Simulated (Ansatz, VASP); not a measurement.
## Pt in VASP and in Ansatz

File INCAR:

```
PREC = Accurate
ENCUT = 570
EDIFF = 1E-6
ISMEAR = -1
SIGMA = 0.1
LREAL = F
LASPH = T
NELM = 120
ALGO = Normal
ISIF = 2
LWAVE = F
LCHARG = F
GGA = B5
ALDAX = 1.0
AGGAX = 1.0
AGGAC = 1.0
ALDAC = 0.0
NBANDS = 34
GGA_COMPAT = F
```

The input KPOINTS:

```
Automatic mesh
0
Gamma
  9 9 13
```

POSCAR

```
Pt
1.0
    4.5687232392      0.0000000000      0.0000000000
   -2.2843616196      3.9566303880      0.0000000000
    0.0000000000      0.0000000000      2.7170187606
Pt
3
Direct
    1.0000000000      1.0000000000      0.0000000000
    0.3333333333      0.6666666667      0.5000000000
    0.6666666667      0.3333333333      0.5000000000
```

Input for Ansatz:

```yaml
crystal:
  lattice:
    - [4.5687232392, 0.0, 0.0]
    - [-2.2843616196, 3.956630388, 0.0]
    - [0.0, 0.0, 2.7170187606]
  atoms:
    - { symbol: Pt, position: [1.0, 1.0, 0.0] }
    - { symbol: Pt, position: [0.3333333333, 0.6666666667, 0.5] }
    - { symbol: Pt, position: [0.6666666667, 0.3333333333, 0.5] }
hamiltonian:
  xc: blyp
  pseudopotentials:
    kind: paw
    azcp:
      Pt: "pseudopotentials/Pt.paw.azcp"
basis:
  ecutwfc: 420
  fft_grid_basis: typed
kpoints:
  mp_grid: { grid: [9, 9, 13], shift: [0, 0, 0] }
magnetization:
  spin_polarized: false
scf:
  occupations: { method: fermi_dirac, width: 0.1 }
  lower_state_search: "off"
output:
  stress: true
```

Alike in both runs: task single point; functional BLYP; k mesh 9 × 9 × 13; occupations fermi-dirac, width 0.1 eV; no spin polarisation.

|  | VASP | Ansatz |
| --- | --- | --- |
| version | VASP 6.6.1 | Ansatz 0.2.0 |
| potentials or method | VASP PAW PBE potentials, release 64 (Pt_sv_GW), cutoff 570 eV | plane waves (420 eV) with PAW, scalar-relativistic |
| valence electrons in the cell | 54 | 54 |

VASP gave:

```
pressure (GPa)                                                : 8.4
traceless stress, the component that is largest in VASP (GPa) : 0.43
```

Question: Estimate Ansatz's values.

Answer: Pressure (GPa): 8.7; traceless stress, the component that is largest in VASP (GPa): 0.49.

VASP's potentials were made for PBE, not for BLYP.

Spin-orbit coupling is off throughout.
